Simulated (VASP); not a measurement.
Set up this calculation in VASP 6.6.1, as the native input.

```yaml
Task: single point
Functional: revPBE
Potentials_or_basis: VASP PAW PBE potentials, release 64 (B, As)
Cutoff: 520 eV
k_mesh: 15 × 15 × 15
Occupations: fermi-dirac, width 0.05 eV
Spin: no spin polarisation
Dipole_correction: no
Further_INCAR_settings: ALGO = Normal; EDIFF = 1e-06; NBANDS = 11; ISYM = 0
```

The structure of BAs (CsCl type) lies in POSCAR:

```
BAs
1.0
    2.8156175929      0.0000000000      0.0000000000
    0.0000000000      2.8156175929      0.0000000000
    0.0000000000      0.0000000000      2.8156175929
B As
1 1
Direct
    0.0000000000      0.0000000000      0.0000000000
    0.5000000000      0.5000000000      0.5000000000
```

The input as run:

INCAR

```
SYSTEM = BAs
ALGO = Normal
EDIFF = 1E-6
ENCUT = 520
GGA = RE
ISIF = 2
ISMEAR = -1
ISYM = 0
LASPH = .TRUE.
LCHARG = .FALSE.
LREAL = .FALSE.
LWAVE = .FALSE.
NBANDS = 11
NELM = 100
PREC = Accurate
SIGMA = 0.05
```

KPOINTS

```
k-points
0
G
  15 15 15
  0 0 0
```

Potentials or basis: VASP PAW PBE potentials, release 64 (B, As).

Command:

```sh
$ cat potpaw_PBE.64/B/POTCAR potpaw_PBE.64/As/POTCAR > POTCAR
$ mpirun -np 1 vasp_std > vasp.out
```

Results of the run:

```json
{
 "Pressure": "19.3 GPa",
 "Band gap on the k mesh": "zero (bands 4 and 5 overlap by 5.57 eV)"
}
```

Caveat: the cell stands under pressure; the PAW data sets were made with another functional, which shifts forces and pressure a little.

Run time: 5.2 min on 1 thread of Intel Xeon 8259CL (shared host), peak memory 0.53 GiB.
